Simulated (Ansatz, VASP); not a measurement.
N: VASP beside Ansatz

```
N
1.0
     3.08279    0.00000    0.00000
     0.00000    3.08279    0.00000
     0.00000    0.00000    3.08279
N
4
Direct
  0.12500 0.12500 0.12500
  0.37500 0.87500 0.62500
  0.62500 0.37500 0.87500
  0.87500 0.62500 0.37500
```

Alike in both runs: functional PBEsol; k mesh 14 × 14 × 14; occupations gaussian, width 0.1 eV; no spin polarisation.

Ansatz relaxed the structure, and its values are those at the end. VASP's run is a single point on that final structure, the one shown.

```csv
,VASP,Ansatz
version,VASP 6.6.1,Ansatz 0.2.0
potentials or method,"VASP PAW PBE potentials, release 64 (N), cutoff 600 eV","scalar-relativistic, plane waves, PAW"
valence electrons in the cell,20,20
```

VASP gave:

```
gap on the k mesh at the Fermi level (eV) : none
pressure (GPa)                            : -0.4
```

Question: What did Ansatz give for the same quantities?

Answer: gap on the k mesh at the Fermi level (eV): none; pressure (GPa): 0.0.

VASP's potentials were made for PBE, not for PBEsol. A gap of «none» marks a metal or a gap that the smearing closes. With one functional, cell and mesh, what is left measures potentials, basis and numerics. Ansatz's warnings: structure snapped to symmetry.
